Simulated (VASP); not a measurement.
Wanted: the native input for a VASP 6.6.1 run.

| Property | Result |
| --- | --- |
| Task | relaxation of cell and atoms |
| Functional | PBE |
| Potentials or basis | VASP PAW PBE potentials, release 64 (Ti_sv, C) |
| Cutoff | 600 eV |
| k mesh | 11 × 11 × 11 |
| Occupations | fermi-dirac, width 0.05 eV |
| Spin | no spin polarisation |
| Hubbard terms | Ti d U = 3.0 eV |
| Dipole correction | no |
| Further INCAR settings | ALGO = Normal; EDIFF = 1e-06; IBRION = 2; EDIFFG = -0.01; NSW = 60; ISIF = 3 |

The structure of TiC lies in POSCAR:

```
TiC
1.0
    0.0000000000      2.1657188437      2.1657188437
    2.1657188437      0.0000000000      2.1657188437
    2.1657188437      2.1657188437      0.0000000000
Ti C
1 1
Direct
    0.0000000000      0.0000000000      0.0000000000
    0.5000000000      0.5000000000      0.5000000000
```

The input as run:

INCAR

```
PREC = Accurate
ENCUT = 600
EDIFF = 1E-6
ISMEAR = -1
SIGMA = 0.05
LREAL = F
LASPH = T
NELM = 150
ALGO = Normal
ISIF = 3
LWAVE = F
LCHARG = F
LMAXMIX = 4
LDAU = T
LDAUTYPE = 2
LDAUL = 2 -1
LDAUU = 3 0
LDAUJ = 0 0
LDAUPRINT = 1
GGA = PE
IBRION = 2
NSW = 60
EDIFFG = -0.01
```

KPOINTS

```
regular mesh
0
Gamma
  11 11 11
```

Potentials or basis: VASP PAW PBE potentials, release 64 (Ti_sv, C).

Launch:

```sh
$ cat potpaw_PBE.64/Ti_sv/POTCAR potpaw_PBE.64/C/POTCAR > POTCAR
$ mpirun -np 1 vasp_std > vasp.out
```

Results of the run:

The relaxed volume is 10.52 Å³/atom and the relaxed cell is a = 3.098 Å, b = 3.098 Å, c = 3.098 Å, α = 60.00°, β = 60.00°, γ = 60.00°. The space group after relaxing (to 0.05 Å) is Fm-3m (No. 225) and the energy gained by relaxing is 9.6 meV/atom. The ionic steps are 3, the pressure after relaxing is -0.1 GPa and the band gap on the k mesh is zero (band 8 reaches 10.33 eV, above the bottom of band 9 at 8.93 eV).

Caveat: U without spin polarisation on a metal has little footing; the U is typed as a test and isn't derived for this compound.

Wall time 22 s on 1 thread of AMD EPYC 9R45 96-Core Processor (Zen 5) (shared host), peak memory 0.12 GiB.
